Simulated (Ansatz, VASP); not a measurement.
SnTe in VASP and in Ansatz

```
Sn Te
1.0
     0.00000    3.61115    3.61115
     3.61115    0.00000    3.61115
     3.61115    3.61115    0.00000
Sn Te
1 1
Direct
  0.00000 0.00000 0.00000
  0.75000 0.75000 0.75000
```

Alike in both runs: task single point; functional LDA; k mesh 6 × 6 × 6; occupations fermi-dirac, width 0.05 eV; non-collinear spin, spin-orbit coupling.

```csv
,VASP,Ansatz
version,VASP 6.6.1,Ansatz 0.2.0
potentials or method,"VASP PAW LDA potentials, release 64 (Sn_d, Te), cutoff 520 eV","plane waves, PAW"
valence electrons in the cell,20,30
```

|  | VASP | Ansatz | Ansatz less VASP |
| --- | --- | --- | --- |
| net moment per atom (μB) | 0.00 | 0.00 | 0.000 |

LDA's correlation is that of Perdew and Zunger in VASP and of Perdew and Wang (1992) in Ansatz. VASP's potentials hold 20 valence electrons a cell and Ansatz's 30, so a difference there can come from the potentials and not from the codes.
